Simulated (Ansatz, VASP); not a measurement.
Two plane-wave programs on MgS

The input INCAR:

```
SYSTEM = MgS
PREC = Accurate ; ENCUT = 520
EDIFF = 1E-7 ; ISMEAR = 0
SIGMA = 0.02 ; LREAL = .FALSE.
LASPH = .TRUE. ; NELM = 120
ALGO = Normal ; ISIF = 2
LWAVE = .FALSE. ; LCHARG = .FALSE.
GGA = PS ; IBRION = 2
NSW = 60 ; EDIFFG = -0.002
GGA_COMPAT = .FALSE. ; NELMIN = 4
```

The input KPOINTS:

```
regular mesh
0
G
  6 6 6
  0 0 0
```

File POSCAR:

```
MgS
1.0
    0.0000000000      2.5653969554      2.6068579163
    2.5653969554      0.0000000000      2.6068579163
    2.5653969554      2.5653969554      0.0000000000
Mg S
1 1
Direct
    0.0000000000      0.0000000000      0.0000000000
    0.5000000000      0.5000000000      0.5000000000
```

Input for Ansatz:

```yaml
crystal:
  lattice:
    - [0.0, 2.5653969554, 2.6068579163]
    - [2.5653969554, 0.0, 2.6068579163]
    - [2.5653969554, 2.5653969554, 0.0]
  atoms:
    - { symbol: Mg, position: [0.0, 0.0, 0.0] }
    - { symbol: S, position: [0.5, 0.5, 0.5] }
basis:
  ecutwfc: 600.0
kpoints:
  mp_grid: { grid: [6, 6, 6] }
hamiltonian:
  xc: pbesol
scf:
  occupations: { method: gaussian, width: 0.02 }
output:
  forces: true
  stress: true
  eigenvalues: true
relax:
  adjacent_minimum: "off"
  f_tol: 0.002
  max_steps: 40
```

Change from the starting cell: strained cell.

Alike in both runs: task relaxation of the atoms; functional PBEsol; k mesh 6 × 6 × 6; occupations gaussian, width 0.02 eV; no spin polarisation.

```csv
,VASP,Ansatz
version,VASP 6.6.1,Ansatz 0.2.0
potentials or method,"VASP PAW PBE potentials, release 64 (Mg, S), cutoff 520 eV","scalar-relativistic, plane waves, PAW"
valence electrons in the cell,8,16
```

```csv
,VASP,Ansatz,Ansatz less VASP
"gap on the k mesh at the Fermi level, each at its own relaxed structure (eV)",2.68,2.68,-0.004
```

VASP's potentials were made for PBE, not for PBEsol. VASP's potentials hold 8 valence electrons a cell and Ansatz's 16, so a difference there can come from the potentials and not from the codes. Ansatz's warnings: stress scf threshold loose.

Noted on VASP's run: the relaxation stopped at its first step, so nothing moved.
